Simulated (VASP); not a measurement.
# ZnCd3SO (P6mm) in VASP: single point with PBE

Aim: the single point of ZnCd3SO with PBE.

Program: VASP 6.6.1. These are calculated values, not measurements. Logs are shortened: lines on timing, memory, paths and dates and some standing lists are left out, and cuts for length are marked.

## Step 1: The cell of the first run

The structure is hexagonal, space group P6mm (No. 183). The conventional cell has a = 5.144 Å, b = 5.144 Å, c = 8.672 Å, α = 90.00°, β = 90.00°, γ = 120.00°. Within 2.9 Å of Zn (site symmetry 6mm) lie 1 S at 2.22 Å and 1 Cd at 2.58 Å. Cd (site symmetry 6mm) has 1 O at 2.26 Å and 1 Zn at 2.58 Å and 6 Cd at 3.00 Å within 3.0 Å. Within 3.9 Å of Cd (site symmetry 3m) lie 6 Cd at 2.97 to 3.00 Å and 3 O at 3.49 Å. S (site symmetry 6mm) has 1 O at 1.62 Å and 1 Zn at 2.22 Å within 2.3 Å. O (site symmetry 6mm) has 1 S at 1.62 Å and 1 Cd at 2.26 Å within 2.3 Å.

The cell was generated, and may not be a known phase.

## Step 2: Single point, PBE, collinear spin, ferromagnetic start

The input, INCAR:

```
SYSTEM = ZnCd3SO
PREC     = Accurate       ! precision mode
ENCUT    = 520            ! plane-wave cutoff, eV
EDIFF    = 1E-6           ! SCF threshold, eV
ISMEAR   = 0              ! smearing method
SIGMA    = 0.1            ! smearing width, eV
LREAL    = .FALSE.        ! projectors in reciprocal space
LASPH    = .TRUE.         ! aspherical terms in the spheres
NELM     = 150            ! most SCF steps
ALGO     = Normal         ! electronic algorithm
ISIF     = 2              ! what is computed and relaxed
LWAVE    = .FALSE.        ! write WAVECAR
LCHARG   = .TRUE.         ! write CHGCAR
ISPIN    = 2              ! spin polarisation
MAGMOM   = 0 0 0 0 0 1    ! initial moments
LORBIT   = 11             ! projections on sites
GGA      = PE             ! functional
LELF     = .TRUE.         ! ELF
LVHAR    = .TRUE.       
NBANDS   = 43             ! bands
```

The input, KPOINTS:

```
Automatic mesh
0
G
  6 6 2
  0 0 0
```

The input, POSCAR:

```
ZnCd3SO
1.0
    5.1435182167      0.0000000000      0.0000000000
   -2.5717591083      4.4544174405      0.0000000000
    0.0000000000      0.0000000000      8.6723387818
Zn Cd S O
1 3 1 1
Direct
    0.0000000000      0.0000000000      0.8535260891
    0.0000000000      0.0000000000      0.1505415337
    0.3333333333      0.6666666667      0.1987834739
    0.6666666667      0.3333333333      0.1987834739
    0.0000000000      0.0000000000      0.5970439000
    0.0000000000      0.0000000000      0.4107482293
```

Potentials or basis: VASP PAW PBE potentials, release 64 (Zn, Cd, S, O).

Started as:

```
cat potpaw_PBE.64/Zn/POTCAR potpaw_PBE.64/Cd/POTCAR potpaw_PBE.64/S/POTCAR potpaw_PBE.64/O/POTCAR > POTCAR
mpirun -np 1 vasp_std > vasp.out
```

OUTCAR:

```text
SYSTEM = ZnCd3SO
   PREC = Accurate
   ENCUT = 520
   EDIFF = 1E-6
   ISMEAR = 0
   LREAL = .FALSE.
   LASPH = .TRUE.
   NELM = 150
   ISIF = 2
   ISPIN = 2
   LORBIT = 11
   GGA = PE

 ion  position               nearest neighbor table
   1  0.000  0.000  0.854-   5 2.22   2 2.58
   2  0.000  0.000  0.151-   6 2.26   1 2.58   4 3.00   3 3.00   3 3.00   4 3.00   4 3.00   3 3.00

   3  0.333  0.667  0.199-   4 2.97   4 2.97   4 2.97   2 3.00   2 3.00   2 3.00
   4  0.667  0.333  0.199-   3 2.97   3 2.97   3 2.97   2 3.00   2 3.00   2 3.00
   5  0.000  0.000  0.597-   6 1.62   1 2.22
   6  0.000  0.000  0.411-   5 1.62   2 2.26

  LATTYP: Found a hexagonal cell.
 ALAT       =     5.1435182167
 C/A-ratio  =     1.6860713652

  Lattice vectors:

 A1 = (   5.1435182167,   0.0000000000,   0.0000000000)
 A2 = (  -2.5717591083,   4.4544174405,   0.0000000000)
 A3 = (   0.0000000000,   0.0000000000,   8.6723387818)

Analysis of symmetry for initial positions (statically):
=====================================================================
 Subroutine PRICEL returns:
 Original cell was already a primitive cell.

 Routine SETGRP: Setting up the symmetry group for a
 hexagonal supercell.

 Subroutine GETGRP returns: Found 12 space group operations
 (whereof 12 operations were pure point group operations)
 out of a pool of 24 trial point group operations.

The static configuration has the point symmetry C_6v.

Analysis of symmetry for dynamics (positions and initial velocities):
=====================================================================
 Subroutine PRICEL returns:
 Original cell was already a primitive cell.

 Routine SETGRP: Setting up the symmetry group for a
 hexagonal supercell.

 Subroutine GETGRP returns: Found 12 space group operations
 (whereof 12 operations were pure point group operations)
 out of a pool of 24 trial point group operations.

The dynamic configuration has the point symmetry C_6v.

Analysis of structural, dynamic, and magnetic symmetry:
=====================================================================
 Subroutine PRICEL returns:
 Original cell was already a primitive cell.

 Routine SETGRP: Setting up the symmetry group for a
 hexagonal supercell.

 Subroutine GETGRP returns: Found 12 space group operations
 (whereof 12 operations were pure point group operations)
 out of a pool of 24 trial point group operations.

[... 128 lines left out ...]
 spin polarized calculation
 Gauss-broadening in eV      SIGMA  =   0.10
  energy-cutoff  :      520.00
  volume of cell :      198.70
 maximum number of plane-waves:      5420
 NGX is ok and might be reduce to    40
   NGX = 19   NGY = 19   NGZ = 33

 number of electron      60.0000021 magnetization       0.3526217

 Free energy of the ion-electron system (eV)
  ---------------------------------------------------
  ext. energy  EPLUGINS =         0.00000000
  ---------------------------------------------------
  free energy    TOTEN  =       -11.08485484 eV

  energy without entropy =      -11.06560264  energy(sigma->0) =      -11.07522874

 E-fermi :  -0.4587     XC(G=0):  -7.4177

 val. band max:       -0.4709926167   @ k =   0.5000  -0.0000   0.0000
 cond. band min:      -0.4554665753   @ k =   0.1667  -0.0000   0.0000
 fundamental gap:      0.0155260414
 Fermi energy:        -0.4586823346

 spin component 1

 k-point     1 :       0.0000    0.0000    0.0000
  band No.  band energies     occupation
      1     -20.5388      1.00000
      2     -12.2776      1.00000
      3      -9.9185      1.00000
      4      -9.5221      1.00000
      5      -9.5221      1.00000
      6      -9.4303      1.00000
[... 619 lines left out ...]
     41       6.8506      0.00000
     42       7.4545      0.00000
 Fermi energy:        -0.4586823346

 spin component 2

 k-point     1 :       0.0000    0.0000    0.0000
  band No.  band energies     occupation
      1     -20.3574      1.00000
      2     -12.0488      1.00000
      3      -9.9256      1.00000
      4      -9.5270      1.00000
      5      -9.5270      1.00000
      6      -9.4350      1.00000
[... 619 lines left out ...]
     41       6.9512      0.00000
     42       7.5054      0.00000
 [bands above 42 left out]

------------------------ aborting loop because EDIFF is reached ----------------------------------------

  FORCE on cell =-STRESS in cart. coord.  units (eV):
  Direction    XX          YY          ZZ          XY          YZ          ZX
  --------------------------------------------------------------------------------------
  -------------------------------------------------------------------------------------
  Total        0.3072598      0.3072598      0.1426801      0.0000000      0.0000000     -0.0000000
  in kB        2.4775872      2.4775872      1.1504994      0.0000000      0.0000000     -0.0000000
  external PRESSURE =       2.0352246 kB  Pullay stress =       0.0000000 kB

 VOLUME and BASIS-vectors are now :
 -----------------------------------------------------------------------------
  energy-cutoff  :      520.00
  volume of cell :      198.70
      direct lattice vectors                 reciprocal lattice vectors
     5.143518217  0.000000000  0.000000000     0.194419453  0.112248124  0.000000000
    -2.571759108  4.454417441  0.000000000     0.000000000  0.224496247  0.000000000
     0.000000000  0.000000000  8.672338782     0.000000000  0.000000000  0.115309148

 POSITION                                       TOTAL-FORCE (eV/Angst)
 -----------------------------------------------------------------------------------
      0.00000      0.00000      7.40207         0.000000     -0.000000      0.035899
      0.00000      0.00000      1.30555        -0.000000      0.000000     -0.045538
     -0.00000      2.96961      1.72392         0.000000      0.000000     -0.013748
      2.57176      1.48481      1.72392        -0.000000      0.000000     -0.013748
      0.00000      0.00000      5.17777         0.000000      0.000000     -0.146402
      0.00000      0.00000      3.56215        -0.000000     -0.000000      0.183537
 -----------------------------------------------------------------------------------
    total drift:                               -0.000000     -0.000000      0.000441

  FREE ENERGIE OF THE ION-ELECTRON SYSTEM (eV)
  ---------------------------------------------------
  free  energy   TOTEN  =       -11.0848548405 eV

  energy  without entropy=      -11.0656026376  energy(sigma->0) =      -11.07522874

 total charge

# of ion       s       p       d       tot
------------------------------------------
    1        0.705   0.226   9.748  10.679
    2        0.497   0.316   9.501  10.314
    3        0.587   0.211   9.495  10.292
    4        0.587   0.211   9.495  10.292
    5        1.335   2.277   0.000   3.612
    6        1.590   3.364   0.000   4.954
--------------------------------------------------
tot          5.301   6.604  38.238  50.143

 magnetization (x)

# of ion       s       p       d       tot
------------------------------------------
    1       -0.005   0.001   0.004  -0.000
    2       -0.001  -0.009  -0.001  -0.010
    3        0.002  -0.009   0.000  -0.007
    4        0.002  -0.009   0.000  -0.007
    5        0.005   0.153   0.000   0.158
    6        0.002   0.122   0.000   0.124
--------------------------------------------------
tot          0.004   0.250   0.004   0.258
```

Run time: 6.3 min. Hardware: 1 thread of Intel Xeon 8259CL, shared host; peak memory 0.51 GiB.

Results:

- Free energy: -11.0849 eV
- Pressure: 0.2 GPa
- Largest force: 0.184 eV/Å
- Net moment: 0.35 μB per cell
- Site moments: Zn -0.00; Cd -0.01; S +0.16; O +0.12 μB
- Valence electrons inside the program's atomic spheres: Zn 10.68; Cd 10.31, 10.29 (each value once); S 3.61; O 4.95

Forces in eV/Å, atoms in the order of the input:
```
Zn   0.000  0.000  0.036
Cd   0.000  0.000 -0.046
Cd   0.000  0.000 -0.014
Cd   0.000  0.000 -0.014
S    0.000  0.000 -0.146
O    0.000  0.000  0.184
```

Caveat: the k points lie up to 0.36 Å⁻¹ apart; a moment this small can come from the mesh or the smearing.
